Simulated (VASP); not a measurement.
# Ca (Im-3m) in VASP: single point with PBE

Aim: the single point of Ca with PBE.

Everything below comes from runs of VASP 6.6.1. Logs are shortened: lines on timing, memory, paths and dates and some standing lists are left out, and cuts for length are marked.

## Step 1: The cell of the first run

The structure is cubic, space group Im-3m (No. 229). The conventional cell has a = 4.225 Å, b = 4.225 Å, c = 4.225 Å, α = 90.00°, β = 90.00°, γ = 90.00°. Ca (site symmetry m-3m) has 14 Ca at 3.66 to 4.22 Å within 4.8 Å.

This isn't the form of Ca at room conditions, which is fcc.

## Step 2: Single point, PBE

The input, INCAR:

```
SYSTEM = Ca
PREC     = Accurate       ! precision mode
ENCUT    = 520            ! plane-wave cutoff, eV
EDIFF    = 1E-6           ! SCF threshold, eV
ISMEAR   = -1             ! smearing method
SIGMA    = 0.08           ! smearing width, eV
LREAL    = .False.        ! projectors in reciprocal space
LASPH    = .True.         ! aspherical terms in the spheres
NELM     = 100            ! most SCF steps
ALGO     = Normal         ! electronic algorithm
ISIF     = 2              ! what is computed and relaxed
LWAVE    = .False.        ! write WAVECAR
LCHARG   = .True.         ! write CHGCAR
GGA      = PE             ! functional
LELF     = .True.         ! ELF
LVHAR    = .True.       
NBANDS   = 11             ! bands
```

The input, KPOINTS:

```
Automatic mesh
0
Gamma
  13 13 13
  0 0 0
```

The input, POSCAR:

```
Ca
1.0
   -2.1122756432      2.1122756432      2.1122756432
    2.1122756432     -2.1122756432      2.1122756432
    2.1122756432      2.1122756432     -2.1122756432
Ca
1
Direct
    0.0000000000      0.0000000000      0.0000000000
```

Potentials or basis: VASP PAW PBE potentials, release 64 (Ca_sv).

Launch:

```sh
$ cat potpaw_PBE.64/Ca_sv/POTCAR > POTCAR
$ mpirun -np 1 vasp_std > vasp.out
```

OUTCAR:

```text
SYSTEM = Ca
   PREC = Accurate
   ENCUT = 520
   EDIFF = 1E-6
   ISMEAR = -1
   LREAL = .False.
   LASPH = .True.
   NELM = 100
   ISIF = 2
   GGA = PE

 ion  position               nearest neighbor table
   1  0.000  0.000  0.000-

  LATTYP: Found a body centered cubic cell.
 ALAT       =     4.2245512864

  Lattice vectors:

 A1 = (  -2.1122756432,   2.1122756432,   2.1122756432)
 A2 = (   2.1122756432,  -2.1122756432,   2.1122756432)
 A3 = (   2.1122756432,   2.1122756432,  -2.1122756432)

Analysis of symmetry for initial positions (statically):
=====================================================================
 Subroutine PRICEL returns:
 Original cell was already a primitive cell.

 Routine SETGRP: Setting up the symmetry group for a
 body centered cubic supercell.

 Subroutine GETGRP returns: Found 48 space group operations
 (whereof 48 operations were pure point group operations)
 out of a pool of 48 trial point group operations.

The static configuration has the point symmetry O_h .

Analysis of symmetry for dynamics (positions and initial velocities):
=====================================================================
 Subroutine PRICEL returns:
 Original cell was already a primitive cell.

 Routine SETGRP: Setting up the symmetry group for a
 body centered cubic supercell.

 Subroutine GETGRP returns: Found 48 space group operations
 (whereof 48 operations were pure point group operations)
 out of a pool of 48 trial point group operations.

The dynamic configuration has the point symmetry O_h .

 Subroutine INISYM returns: Found 48 space group operations
 (whereof 48 operations are pure point group operations),
 and found     1 'primitive' translations

----------------------------------------------------------------------------------------

                                     Primitive cell

  volume of cell :      37.6974

  direct lattice vectors                    reciprocal lattice vectors
    -2.112275643  2.112275643  2.112275643     0.000000000  0.236711530  0.236711530
     2.112275643 -2.112275643  2.112275643     0.236711530  0.000000000  0.236711530
     2.112275643  2.112275643 -2.112275643     0.236711530  0.236711530  0.000000000

  length of vectors
     3.658568734  3.658568734  3.658568734     0.334760657  0.334760657  0.334760657

  position of ions in fractional coordinates (direct lattice)
[... 82 lines left out ...]
   NFREE  =      0    steps in history (QN), initial steepest desc. (CG)
   ISIF   =      2    stress and relaxation
   ISYM   =      2    0-nonsym 1-usesym 2-fastsym
   POTIM  = 0.5000    time-step for ionic-motion
   TEBEG  =    0.0;   TEEND  =   0.0 temperature during run
   PSTRESS=    0.0 pullay stress
   NELECT =      10.0000    total number of electrons
   NUPDOWN=      -1.0000    fix difference up-down
   EMIN   =  10.00;   EMAX   =-10.00  energy-range for DOS
   EFERMI =   0.00;   METHOD = LEGACY
   ISMEAR =    -1;   SIGMA  =   0.08  broadening in eV -4-tet -1-fermi 0-gaus
   EFERMI_NEDOS =   21; number of points for ismear=-14 and -15
   IALGO  =     38    algorithm
   IMIX   =      4    mixing-type and parameters
     AMIX     =   0.40;   BMIX     =  1.00
     AMIX_MAG =   1.60;   BMIX_MAG =  1.00
  volume/ion in A,a.u.               =      37.70       254.39
  Fermi-wavevector in a.u.,A,eV,Ry     =   1.051891  1.987787 15.054514  1.106476
  Thomas-Fermi vector in A             =   2.186952
   LORBIT       =      0    0 simple, 1 ext, 2 COOP (PROOUT), +10 PAW based schemes
   GGA     = PE    functional components
   LHFCALC =     F    Hartree Fock is set to
   AEXX    =    0.0000 exact exchange contribution
   IVDW    =     0    specifies the selected vdW correction
   LEPSILON=     F    determine dielectric tensor
   LRPA    =     F    only Hartree local field effects (RPA)
 non-spin polarized calculation
  energy-cutoff  :      520.00
  volume of cell :       37.70
 maximum number of plane-waves:      1032
   NGX = 13   NGY = 13   NGZ = 13

 number of electron      10.0000000 magnetization

 number of electron       9.9999998 magnetization

 Free energy of the ion-electron system (eV)
  ---------------------------------------------------
  ext. energy  EPLUGINS =         0.00000000
  ---------------------------------------------------
  free energy    TOTEN  =        -1.90043529 eV

  energy without entropy =       -1.87135969  energy(sigma->0) =       -1.88589749

 E-fermi :   2.4745     XC(G=0):  -8.0894

 val. band max:        2.4564420615   @ k =  -0.4615  -0.4615   0.2308
 cond. band min:       2.4789672377   @ k =  -0.4615  -0.4615   0.2308
 fundamental gap:      0.0225251762
 Fermi energy:         2.4744540609

 k-point     1 :       0.0000    0.0000    0.0000
  band No.  band energies     occupation
      1     -39.3057      2.00000
      2     -20.2024      2.00000
      3     -20.2024      2.00000
      4     -20.2024      2.00000
      5      -1.7900      2.00000
      6       4.9416      0.00000
      7       4.9416      0.00000
      8       4.9416      0.00000
      9       6.1216      0.00000
     10       6.1216      0.00000
     11      13.2653      0.00000
[... 309 lines left out ...]
 k-point    24 :       0.2308    0.0769    0.0769
  band No.  band energies     occupation
      1     -39.2875      2.00000
      2     -20.3518      2.00000
      3     -20.2481      2.00000
      4     -20.2131      2.00000
      5       0.1293      2.00000
      6       3.6358      0.00000
      7       3.9528      0.00000
      8       6.0693      0.00000
      9       6.2879      0.00000
     10       6.5295      0.00000
     11      10.1508      0.00000

 [... further k-points ...]

------------------------ aborting loop because EDIFF is reached ----------------------------------------

  FORCE on cell =-STRESS in cart. coord.  units (eV):
  Direction    XX          YY          ZZ          XY          YZ          ZX
  --------------------------------------------------------------------------------------
  -------------------------------------------------------------------------------------
  Total        0.5225185      0.5225185      0.5225185     -0.0000000      0.0000000     -0.0000000
  in kB       22.2075427     22.2075427     22.2075427     -0.0000000      0.0000000     -0.0000000
  external PRESSURE =      22.2075427 kB  Pullay stress =       0.0000000 kB

 VOLUME and BASIS-vectors are now :
 -----------------------------------------------------------------------------
  energy-cutoff  :      520.00
  volume of cell :       37.70
      direct lattice vectors                 reciprocal lattice vectors
    -2.112275643  2.112275643  2.112275643     0.000000000  0.236711530  0.236711530
     2.112275643 -2.112275643  2.112275643     0.236711530  0.000000000  0.236711530
     2.112275643  2.112275643 -2.112275643     0.236711530  0.236711530  0.000000000

 POSITION                                       TOTAL-FORCE (eV/Angst)
 -----------------------------------------------------------------------------------
      0.00000      0.00000      0.00000         0.000000      0.000000     -0.000000
 -----------------------------------------------------------------------------------
    total drift:                               -0.000000     -0.000000     -0.000000

  FREE ENERGIE OF THE ION-ELECTRON SYSTEM (eV)
  ---------------------------------------------------
  free  energy   TOTEN  =        -1.9004352879 eV

  energy  without entropy=       -1.8713596867  energy(sigma->0) =       -1.88589749
```

OSZICAR:

```text
N       E                     dE             d eps       ncg     rms          rms(c)
DAV:   1     0.670619092131E+02    0.67062E+02   -0.50753E+03  1848   0.830E+02
DAV:   2    -0.347062191703E+00   -0.67409E+02   -0.66741E+02  2034   0.214E+02
DAV:   3    -0.183729543067E+01   -0.14902E+01   -0.14710E+01  2579   0.314E+01
DAV:   4    -0.191529434305E+01   -0.77999E-01   -0.77696E-01  2449   0.590E+00
DAV:   5    -0.191729068465E+01   -0.19963E-02   -0.19962E-02  2531   0.766E-01    0.211E+00
DAV:   6    -0.190417778943E+01    0.13113E-01   -0.13643E-02  2312   0.125E+00    0.129E+00
DAV:   7    -0.190086629378E+01    0.33115E-02   -0.18780E-02  2255   0.154E+00    0.103E-01
DAV:   8    -0.190041335696E+01    0.45294E-03   -0.20606E-03  2205   0.452E-01    0.205E-02
DAV:   9    -0.190043361683E+01   -0.20260E-04   -0.78410E-05  2341   0.803E-02    0.787E-03
DAV:  10    -0.190043604392E+01   -0.24271E-05   -0.73219E-06  2817   0.197E-02    0.787E-04
DAV:  11    -0.190043528785E+01    0.75607E-06   -0.20191E-07  1410   0.461E-03
   1 F= -.19004353E+01 E0= -.18858975E+01  d E =-.290756E-01
```

stdout:

```text
POSCAR found type information on POSCAR Ca
 POSCAR found :  1 types and       1 ions
 scaLAPACK will be used
 LDA part: xc-table for (Slater+PW92), standard interpolation
 POSCAR, INCAR and KPOINTS ok, starting setup
 FFT: planning ... GRIDC
 FFT: planning ... GRID_SOFT
 FFT: planning ... GRID
 WAVECAR not read
 entering main loop
```

Wall time 11 s (1 thread of Intel Xeon 6975P-C (Granite Rapids), shared host); peak memory 0.17 GiB.

What came out:

| Quantity | Value |
| --- | --- |
| Free energy | -1.9004 eV |
| Pressure | 2.2 GPa |
| Band gap on the k mesh | zero (bands 5 and 6 overlap by 0.29 eV) |
